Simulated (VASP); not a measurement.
# C in VASP: single point with r2SCAN

Aim: the single point of C with r2SCAN.

Program: VASP 6.6.1. These are calculated values, not measurements. Logs are shortened: lines on timing, memory, paths and dates and some standing lists are left out, and cuts for length are marked.

## 1. The cell of the first run

The cell holds a slab with vacuum, 8 atoms: a = 2.465 Å, b = 2.465 Å, c = 46.222 Å, α = 90.00°, β = 90.00°, γ = 120.00°.

## 2. Single point, r2SCAN

Input file POSCAR:

```
C
1.0
    2.4651438534      0.0000000000      0.0000000000
   -1.2325719267      2.1348772010      0.0000000000
    0.0000000000      0.0000000000     46.2216185460
C
8
Direct
    0.0000000000      0.0000000000      0.3902089530
    0.6666666667      0.3333333333      0.3902007896
    0.0000000000      0.0000000000      0.4634450947
    0.3333333333      0.6666666667      0.4634471282
    0.0000000000      0.0000000000      0.5365549053
    0.6666666667      0.3333333333      0.5365528718
    0.0000000000      0.0000000000      0.6097910470
    0.3333333333      0.6666666667      0.6097992104
```

Input file INCAR.step1:

```
SYSTEM = C
ALGO = Normal
DIPOL = 0.5 0.5 0.500
EDIFF = 1E-4
ENCUT = 520
GGA = PE
IDIPOL = 3
ISMEAR = 0
LASPH = .True.
LCHARG = .False.
LDIPOL = .True.
LREAL = .False.
LWAVE = .True.
NBANDS = 26
NELM = 80
PREC = Accurate
SIGMA = 0.1
```

Input file INCAR.step2:

```
SYSTEM = C
ALGO = Normal
DIPOL = 0.5 0.5 0.500
EDIFF = 1E-6
ENCUT = 520
IDIPOL = 3
ISIF = 2
ISMEAR = 0
ISTART = 1
LASPH = .True.
LCHARG = .False.
LDIPOL = .True.
LMIXTAU = .True.
LREAL = .False.
LWAVE = .False.
METAGGA = R2SCAN
NBANDS = 26
NELM = 80
PREC = Accurate
SIGMA = 0.1
```

Input file KPOINTS:

```
k-points
0
Gamma
  18 18 1
  0 0 0
```

Potentials or basis: VASP PAW PBE potentials, release 64 (C).

Started as:

```bash
$ cat potpaw_PBE.64/C/POTCAR > POTCAR
$ cp INCAR.step1 INCAR
$ mpirun -np 1 vasp_std > vasp.out
$ cp INCAR.step2 INCAR
$ mpirun -np 1 vasp_std > vasp.out
```

OUTCAR:

```text
SYSTEM = C
   EDIFF = 1E-6
   ENCUT = 520
   ISIF = 2
   ISMEAR = 0
   ISTART = 1
   LASPH = .True.
   LREAL = .False.
   METAGGA = R2SCAN
   NELM = 80
   PREC = Accurate

 ion  position               nearest neighbor table
   1  0.000  0.000  0.390-   2 1.42   2 1.42   2 1.42
   2  0.667  0.333  0.390-   1 1.42   1 1.42   1 1.42
   3  0.000  0.000  0.463-   4 1.42   4 1.42   4 1.42
   4  0.333  0.667  0.463-   3 1.42   3 1.42   3 1.42
   5  0.000  0.000  0.537-   6 1.42   6 1.42   6 1.42
   6  0.667  0.333  0.537-   5 1.42   5 1.42   5 1.42
   7  0.000  0.000  0.610-   8 1.42   8 1.42   8 1.42
   8  0.333  0.667  0.610-   7 1.42   7 1.42   7 1.42

  LATTYP: Found a hexagonal cell.
 ALAT       =     2.4651438534
 C/A-ratio  =    18.7500694867

  Lattice vectors:

 A1 = (   2.4651438534,   0.0000000000,   0.0000000000)
 A2 = (  -1.2325719267,   2.1348772010,   0.0000000000)
 A3 = (   0.0000000000,   0.0000000000,  46.2216185460)

Analysis of symmetry for initial positions (statically):
=====================================================================
 Subroutine PRICEL returns:
 Original cell was already a primitive cell.

 Routine SETGRP: Setting up the symmetry group for a
 hexagonal supercell.

 Subroutine GETGRP returns: Found 12 space group operations
 (whereof 12 operations were pure point group operations)
 out of a pool of 24 trial point group operations.

The static configuration has the point symmetry D_3d.

Analysis of symmetry for dynamics (positions and initial velocities):
=====================================================================
 Subroutine PRICEL returns:
 Original cell was already a primitive cell.

 Routine SETGRP: Setting up the symmetry group for a
 hexagonal supercell.

 Subroutine GETGRP returns: Found 12 space group operations
 (whereof 12 operations were pure point group operations)
 out of a pool of 24 trial point group operations.

The dynamic configuration has the point symmetry D_3d.

 Subroutine INISYM returns: Found 12 space group operations
 (whereof 12 operations are pure point group operations),
 and found     1 'primitive' translations

----------------------------------------------------------------------------------------

                                     Primitive cell

  volume of cell :     243.2542

[... 109 lines left out ...]
   TEBEG  =    0.0;   TEEND  =   0.0 temperature during run
   PSTRESS=    0.0 pullay stress
   NELECT =      32.0000    total number of electrons
   NUPDOWN=      -1.0000    fix difference up-down
   EMIN   =  10.00;   EMAX   =-10.00  energy-range for DOS
   EFERMI =   0.00;   METHOD = LEGACY
   ISMEAR =     0;   SIGMA  =   0.10  broadening in eV -4-tet -1-fermi 0-gaus
   EFERMI_NEDOS =   21; number of points for ismear=-14 and -15
   IALGO  =     38    algorithm
   IMIX   =      4    mixing-type and parameters
     AMIX     =   0.40;   BMIX     =  1.00
     AMIX_MAG =   1.60;   BMIX_MAG =  1.00
  volume/ion in A,a.u.               =      30.41       205.20
  Fermi-wavevector in a.u.,A,eV,Ry     =   0.832603  1.573392  9.431940  0.693228
  Thomas-Fermi vector in A             =   1.945687
   LORBIT       =      0    0 simple, 1 ext, 2 COOP (PROOUT), +10 PAW based schemes
   METAGGA = R2SCAN    functional components
   LHFCALC =     F    Hartree Fock is set to
   AEXX    =    0.0000 exact exchange contribution
   IVDW    =     0    specifies the selected vdW correction
   LEPSILON=     F    determine dielectric tensor
   LRPA    =     F    only Hartree local field effects (RPA)
 non-spin polarized calculation
 Gauss-broadening in eV      SIGMA  =   0.10
  energy-cutoff  :      520.00
  volume of cell :      243.25
 maximum number of plane-waves:      6638
   NGX =  9   NGY =  9   NGZ =171

 number of electron      31.9999991 magnetization

 dipolmoment           0.000000      0.000000     -0.000000 electrons x Angstroem

 Free energy of the ion-electron system (eV)
  ---------------------------------------------------
  ext. energy  EPLUGINS =         0.00000000
  ---------------------------------------------------
  free energy    TOTEN  =       -79.46096136 eV

  energy without entropy =      -79.45957250  energy(sigma->0) =      -79.46026693

 E-fermi :  -1.7371     XC(G=0):  -3.3657

 val. band max:       -1.7474131033   @ k =   0.3333   0.3333   0.0000
 cond. band min:      -1.7269008803   @ k =   0.3333   0.3333   0.0000
 fundamental gap:      0.0205122230
 Fermi energy:        -1.7370688537

 k-point     1 :       0.0000    0.0000    0.0000
  band No.  band energies     occupation
      1     -22.5862      2.00000
      2     -22.5232      2.00000
      3     -22.4375      2.00000
      4     -22.3594      2.00000
      5     -10.5104      2.00000
      6     -10.0734      2.00000
[... 685 lines left out ...]
     25       8.7103      0.00000
     26       8.8734      0.00000

 [... further k-points ...]

------------------------ aborting loop because EDIFF is reached ----------------------------------------

 vacuum level on the upper side and lower side of the slab       (xc-potential included)        -0.008        -0.008

  FORCE on cell =-STRESS in cart. coord.  units (eV):
  Direction    XX          YY          ZZ          XY          YZ          ZX
  --------------------------------------------------------------------------------------
  -------------------------------------------------------------------------------------
  Total       -1.6910924     -1.6910924      0.3415372      0.0000000      0.0000000      0.0000000
  in kB      -11.1382662    -11.1382662      2.2495121      0.0000000      0.0000000      0.0000000
  external PRESSURE =      -6.6756734 kB  Pullay stress =       0.0000000 kB

 VOLUME and BASIS-vectors are now :
 -----------------------------------------------------------------------------
  energy-cutoff  :      520.00
  volume of cell :      243.25
      direct lattice vectors                 reciprocal lattice vectors
     2.465143853  0.000000000  0.000000000     0.405655840  0.234205508  0.000000000
    -1.232571927  2.134877201  0.000000000     0.000000000  0.468411017  0.000000000
     0.000000000  0.000000000 46.221618546     0.000000000  0.000000000  0.021634898

 POSITION                                       TOTAL-FORCE (eV/Angst)
 -----------------------------------------------------------------------------------
      0.00000      0.00000     18.03609         0.000000      0.000000     -0.019746
      1.23257      0.71163     18.03571        -0.000000      0.000000     -0.016256
      0.00000      0.00000     21.42118        -0.000000      0.000000     -0.002144
     -0.00000      1.42325     21.42128         0.000000     -0.000000     -0.002160
      0.00000      0.00000     24.80044         0.000000     -0.000000      0.002144
      1.23257      0.71163     24.80034         0.000000      0.000000      0.002160
      0.00000      0.00000     28.18553        -0.000000      0.000000      0.019746
     -0.00000      1.42325     28.18591         0.000000      0.000000      0.016256
 -----------------------------------------------------------------------------------
    total drift:                                0.000000     -0.000000      0.000000

  FREE ENERGIE OF THE ION-ELECTRON SYSTEM (eV)
  ---------------------------------------------------
  free  energy   TOTEN  =       -79.4609613566 eV

  energy  without entropy=      -79.4595725032  energy(sigma->0) =      -79.46026693

 vacuum level on the upper side and lower side of the slab         2.597         2.597
```

OUTCAR.step1:

```text
SYSTEM = C
   EDIFF = 1E-4
   ENCUT = 520
   GGA = PE
   ISMEAR = 0
   LASPH = .True.
   LREAL = .False.
   NELM = 80
   PREC = Accurate

[... 943 lines left out ...]
     -0.00000      1.42325     28.18591         0.000000     -0.000000      0.053265
 -----------------------------------------------------------------------------------
    total drift:                                0.000000     -0.000000      0.000000

  FREE ENERGIE OF THE ION-ELECTRON SYSTEM (eV)
  ---------------------------------------------------
  free  energy   TOTEN  =       -73.7296155185 eV

  energy  without entropy=      -73.7282199028  energy(sigma->0) =      -73.72891771

 vacuum level on the upper side and lower side of the slab         2.230         2.230
```

OSZICAR.step1:

```text
N       E                     dE             d eps       ncg     rms          rms(c)
DAV:   1     0.243985849901E+03    0.24399E+03   -0.12987E+04  2020   0.962E+02
DAV:   2    -0.472986063526E+02   -0.29128E+03   -0.26543E+03  2826   0.229E+02
DAV:   3    -0.777770669650E+02   -0.30478E+02   -0.30205E+02  2480   0.808E+01
DAV:   4    -0.785343924742E+02   -0.75733E+00   -0.75424E+00  2612   0.160E+01
DAV:   5    -0.785590023174E+02   -0.24610E-01   -0.24578E-01  2594   0.264E+00    0.126E+01
DAV:   6    -0.749372306504E+02    0.36218E+01   -0.32712E+00  2404   0.852E+00    0.740E+00
DAV:   7    -0.737317961226E+02    0.12054E+01   -0.43226E+00  2462   0.977E+00    0.192E+00
DAV:   8    -0.737311745858E+02    0.62154E-03   -0.18818E-01  2484   0.199E+00    0.222E-01
DAV:   9    -0.737304660993E+02    0.70849E-03   -0.66769E-03  2448   0.417E-01    0.103E-01
DAV:  10    -0.737288745827E+02    0.15915E-02   -0.14194E-03  2558   0.184E-01    0.547E-02
DAV:  11    -0.737284508160E+02    0.42377E-03   -0.33305E-04  2182   0.854E-02    0.324E-02
DAV:  12    -0.737286893876E+02   -0.23857E-03   -0.20002E-04  2008   0.669E-02    0.185E-02
DAV:  13    -0.737289608835E+02   -0.27150E-03   -0.15832E-04  1976   0.464E-02    0.126E-02
DAV:  14    -0.737291831380E+02   -0.22225E-03   -0.14892E-05  1656   0.249E-02    0.698E-03
DAV:  15    -0.737294363876E+02   -0.25325E-03   -0.14894E-05  1600   0.175E-02    0.476E-03
DAV:  16    -0.737295606293E+02   -0.12424E-03   -0.58268E-06  1614   0.943E-03    0.155E-03
DAV:  17    -0.737296155185E+02   -0.54889E-04   -0.26549E-06  1548   0.579E-03
   1 F= -.73729616E+02 E0= -.73728918E+02  d E =-.139562E-02
```

Wall time 17 min (1 thread of AMD EPYC 9R45 (Zen 5), shared host); peak memory 0.42 GiB.

Results:

| Property | Result |
| --- | --- |
| Free energy | -79.4610 eV |
| Largest force | 0.020 eV/Å |
| Band gap on the k mesh | 0.02 eV, direct |

Forces on the atoms (eV/Å):
```
C    0.000  0.000 -0.020
C    0.000  0.000 -0.016
C    0.000  0.000 -0.002
C    0.000  0.000 -0.002
C    0.000  0.000  0.002
C    0.000  0.000  0.002
C    0.000  0.000  0.020
C    0.000  0.000  0.016
```

Caveat: the PAW data sets were made with another functional, which shifts forces and pressure a little.
